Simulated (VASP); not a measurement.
Wanted: the native input for a VASP 6.6.1 run.

| Item | Value |
| --- | --- |
| Task | single point |
| Functional | PBEsol |
| Potentials or basis | VASP PAW PBE potentials, release 64 (Ge_d) |
| Cutoff | 520 eV |
| k mesh | 10 × 10 × 10 |
| Occupations | gaussian, width 0.05 eV |
| Spin | no spin polarisation |
| Dipole correction | no |
| Further INCAR settings | ALGO = Normal; EDIFF = 1e-07; NBANDS = 21 |

The structure of Ge lies in POSCAR:

```
Ge
1.0
    0.0000000000      2.8289100000      2.8289100000
    2.8289100000      0.0000000000      2.8289100000
    2.8289100000      2.8289100000      0.0000000000
Ge
2
Direct
    0.0000000000      0.0000000000      0.0000000000
    0.2500000000      0.2500000000      0.2500000000
```

These files were run (other wordings do the same):

INCAR

```
SYSTEM = Ge
ALGO = Normal ; EDIFF = 1E-7
ENCUT = 520 ; GGA = PS
ISIF = 2 ; ISMEAR = 0
LASPH = .True. ; LCHARG = .True.
LELF = .True. ; LREAL = .False.
LVHAR = .True. ; LWAVE = .False.
NBANDS = 21 ; NELM = 60
PREC = Accurate ; SIGMA = 0.05
```

KPOINTS

```
k-points
0
Gamma
  10 10 10
  0 0 0
```

Potentials or basis: VASP PAW PBE potentials, release 64 (Ge_d).

Run with:

```sh
$ cat potpaw_PBE.64/Ge_d/POTCAR > POTCAR
$ mpirun -np 1 vasp_std > vasp.out
```

It gave:

* Pressure: 0.6 GPa
* Band gap on the k mesh: zero (filled and empty bands touch)

Caveat: semilocal functionals underestimate gaps, so a narrow gap can read as zero; the PAW data sets were made with another functional, which shifts forces and pressure a little.

It took 65 s on 1 thread of Intel Xeon 8259CL, with other jobs on the host, peak memory 0.18 GiB.
